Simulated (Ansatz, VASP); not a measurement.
**One calculation of Cu, two programs**

```
Cu
1.0
     2.48755    0.00000    0.00000
     0.00000    3.51792    0.00000
     0.00000    0.00000   20.97510
Cu
5
Direct
  0.00000 0.00000 0.38577
  0.50000 0.50000 0.43916
  0.00000 0.00000 0.50000
  0.50000 0.50000 0.56084
  0.00000 0.00000 0.61423
```

Alike in both runs: task single point; functional LDA; k mesh 15 × 10 × 1; occupations fermi-dirac, width 0.08 eV; no spin polarisation.

```csv
,VASP,Ansatz
version,VASP 6.6.1,Ansatz 0.2.0
potentials or method,"VASP PAW LDA potentials, release 64 (Cu), cutoff 520 eV","all-electron LAPW, scalar-relativistic"
```

```csv
,VASP,Ansatz,Ansatz less VASP
rms of the force components (eV/Å),0.018,0.001,-0.0174
```

LDA's correlation is that of Perdew and Zunger in VASP and of Perdew and Wang (1992) in Ansatz. Atom by atom the forces differ by 0.018 eV/Å (rms over components). Ansatz ran all-electron here, and VASP with PAW potentials. Ansatz's warnings: slab cell height set.
